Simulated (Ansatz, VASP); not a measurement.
In3Se: VASP beside Ansatz

The input INCAR:

```
  ALGO = Normal
  EDIFF = 1E-6
  ENCUT = 520
  GGA = PS
  ISIF = 2
  ISMEAR = 0
  IVDW = 12
  LASPH = T
  LCHARG = T
  LELF = T
  LREAL = F
  LVHAR = T
  LWAVE = F
  NBANDS = 30
  NELM = 60
  PREC = Accurate
  SIGMA = 0.15
```

File KPOINTS:

```
k-points
0
Gamma
  10 10 10
```

The input POSCAR:

```
In3Se
1.0
    4.8631247145      0.0000000000      0.0000000000
    0.0000000000      4.5878535042      0.0000000000
    0.0000000000      0.0000000000      4.5878535042
In Se
3 1
Direct
    0.0000000000      0.5000000000      0.5000000000
    0.5000000000      0.0000000000      0.5000000000
    0.5000000000      0.5000000000      0.0000000000
    0.0000000000      0.0000000000      0.0000000000
```

Input for Ansatz:

```yaml
crystal:
  lattice:
    - [4.8631247145, 0.0, 0.0]
    - [0.0, 4.5878535042, 0.0]
    - [0.0, 0.0, 4.5878535042]
  atoms:
    - { symbol: In, position: [0.0, 0.5, 0.5] }
    - { symbol: In, position: [0.5, 0.0, 0.5] }
    - { symbol: In, position: [0.5, 0.5, 0.0] }
    - { symbol: Se, position: [0.0, 0.0, 0.0] }
basis:
  ecutwfc: 420
kpoints:
  mp_grid: { grid: [10, 10, 10] }
hamiltonian:
  xc: pbesol
  dispersion: d3bj
scf:
  occupations: { method: gaussian, width: 0.15 }
output:
  forces: true
  stress: true
  eigenvalues: true
```

Change from the starting cell: strain +0.0600 x Voigt [1, 0, 0, 0, 0, 0], atoms carried along.

Alike in both runs: task single point; functional PBEsol; dispersion D3(BJ); k mesh 10 × 10 × 10; occupations gaussian, width 0.15 eV; no spin polarisation.

|  | VASP | Ansatz |
| --- | --- | --- |
| version | VASP 6.6.1 | Ansatz 0.2.0 |
| potentials or method | VASP PAW PBE potentials, release 64 (In_d, Se), cutoff 520 eV | scalar-relativistic, plane waves, PAW |
| valence electrons in the cell | 45 | 55 |

```tsv
	VASP	Ansatz	Ansatz less VASP
gap on the k mesh at the Fermi level (eV)	none	none	-
pressure (GPa)	-2.6	-2.5	+0.02
traceless stress, the component that is largest in VASP (GPa)	-0.33	-0.33	+0.002
```

VASP's potentials were made for PBE, not for PBEsol. A gap of «none» marks a metal or a gap that the smearing closes. VASP's potentials hold 45 valence electrons a cell and Ansatz's 55, so a difference there can come from the potentials and not from the codes.
